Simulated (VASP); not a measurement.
Wanted: the native input for a VASP 6.6.1 run.

```yaml
Task: single point
Functional: RPBE
Potentials_or_basis: VASP PAW PBE potentials, release 64 (Os)
Cutoff: 520 eV
k_mesh: 11 × 11 × 11
Occupations: fermi-dirac, width 0.1 eV
Spin: no spin polarisation
Dipole_correction: no
Further_INCAR_settings: ALGO = Normal; EDIFF = 1e-07; NBANDS = 15
```

The structure of Os lies in POSCAR:

```
Os
1.0
    0.0000000000      2.8270267426      2.8270267426
    2.8270267426      0.0000000000      2.8270267426
    2.8270267426      2.8270267426      0.0000000000
Os
2
Direct
    0.1250000000      0.1250000000      0.1250000000
    0.8750000000      0.8750000000      0.8750000000
```

This isn't the form of Os at room conditions, which is hcp.

The input as run:

INCAR

```
PREC = Accurate
ENCUT = 520
EDIFF = 1E-7
ISMEAR = -1
SIGMA = 0.1
LREAL = False
LASPH = True
NELM = 100
ALGO = Normal
ISIF = 2
LWAVE = False
LCHARG = False
GGA = RP
NBANDS = 15
```

KPOINTS

```
regular mesh
0
Gamma
  11 11 11
```

Potentials or basis: VASP PAW PBE potentials, release 64 (Os).

Command:

```sh
$ cat potpaw_PBE.64/Os/POTCAR > POTCAR
$ mpirun -np 1 vasp_std > vasp.out
```

Results of the run:

```
Pressure               : -7.9 GPa
Band gap on the k mesh : zero (bands 8 and 9 overlap by 0.94 eV)
```

Caveat: the cell stands under tension; the PAW data sets were made with another functional, which shifts forces and pressure a little; spin-orbit coupling is left out, which moves the levels of the heavy elements.

Wall time 18 s on 1 thread of Intel(R) Xeon(R) 6975P-C (Granite Rapids), on a shared host, peak memory 0.18 GiB.
